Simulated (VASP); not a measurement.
Input of a VASP 6.6.1 run:

File INCAR:

```
SYSTEM = CaOsO3
  PREC = Accurate
  ENCUT = 520
  EDIFF = 1E-6
  ISMEAR = -1
  SIGMA = 0.15
  LREAL = .FALSE.
  LASPH = .TRUE.
  NELM = 60
  ALGO = Normal
  ISIF = 2
  LWAVE = .FALSE.
  LCHARG = .FALSE.
  GGA = CA
  NBANDS = 26
```

File KPOINTS:

```
regular mesh
0
G
  9 9 9
  0 0 0
```

File POSCAR:

```
CaOsO3
1.0
    3.9521600000     -0.0988040000      0.0000000000
   -0.0988040000      3.9521600000      0.0000000000
    0.0000000000      0.0000000000      3.9521600000
Ca Os O
1 1 3
Direct
    0.0000000000      0.0000000000      0.0000000000
    0.5000000000      0.5000000000      0.5000000000
    0.5000000000      0.5000000000      0.0000000000
    0.5000000000      0.0000000000      0.5000000000
    0.0000000000      0.5000000000      0.5000000000
```

Potentials or basis: VASP PAW LDA potentials, release 64 (Ca_sv, Os, O).

The run is started by

```console
$ cat potpaw_LDA.64/Ca_sv/POTCAR potpaw_LDA.64/Os/POTCAR potpaw_LDA.64/O/POTCAR > POTCAR
$ mpirun -np 1 vasp_std > vasp.out
```

(1) Predict the pressure.

(2) Predict the band gap on the k mesh.

## Answers

(1) -11.9 GPa.

(2) zero (bands 18 and 19 overlap by 3.81 eV).

Caveat: the cell stands under tension; spin-orbit coupling is left out, which moves the levels of the heavy elements.
